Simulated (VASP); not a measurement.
Set up this calculation in VASP 6.6.1, as the native input.

```yaml
Task: relaxation of cell and atoms
Functional: PBE
Dispersion: D3(BJ)
Potentials_or_basis: VASP PAW PBE potentials, release 64 (Os)
Cutoff: 600 eV
k_mesh: 11 × 11 × 6
Occupations: fermi-dirac, width 0.05 eV
Spin: no spin polarisation
Dipole_correction: no
Further_INCAR_settings: ALGO = Normal; EDIFF = 1e-06; IBRION = 2; EDIFFG = -0.005; NSW = 80; ISIF = 3
```

The structure of Os lies in POSCAR:

```
Os
1.0
    2.7341000000      0.0000000000      0.0000000000
   -1.3670500000      2.3678000565      0.0000000000
    0.0000000000      0.0000000000      4.3197000000
Os
2
Direct
    0.6666666667      0.3333333333      0.7500000000
    0.3333333333      0.6666666667      0.2500000000
```

The input as run:

INCAR

```
SYSTEM = Os
PREC = Accurate
ENCUT = 600
EDIFF = 1E-6
ISMEAR = -1
SIGMA = 0.05
LREAL = .False.
LASPH = .True.
NELM = 60
ALGO = Normal
ISIF = 3
LWAVE = .False.
LCHARG = .False.
GGA = PE
IVDW = 12
IBRION = 2
NSW = 80
EDIFFG = -0.005
```

KPOINTS

```
Automatic mesh
0
Gamma
  11 11 6
  0 0 0
```

Potentials or basis: VASP PAW PBE potentials, release 64 (Os).

Command:

```console
$ cat potpaw_PBE.64/Os/POTCAR > POTCAR
$ mpirun -np 1 vasp_std > vasp.out
```

It gave:

```
Relaxed volume                         : 14.02 Å³/atom
Relaxed cell                           : a = 2.737 Å, b = 2.737 Å, c = 4.324 Å, α = 90.00°, β = 90.00°, γ = 120.00°
Space group after relaxing (to 0.05 Å) : P6_3/mmc (No. 194)
Energy gained by relaxing              : 0.2 meV/atom
Ionic steps                            : 3
Pressure after relaxing                : 0.0 GPa
Band gap on the k mesh                 : zero (band 8 reaches 11.52 eV, above the bottom of band 9 at 7.65 eV)
Dispersion energy per atom             : -0.653 eV
```

Caveat: spin-orbit coupling is left out, which moves the levels of the heavy elements; pairwise dispersion overbinds metals, which lowers pressure and volume.

It took 26 s on 1 thread of Intel(R) Xeon(R) Platinum 8488C (Sapphire Rapids), on a shared host, peak memory 0.18 GiB.
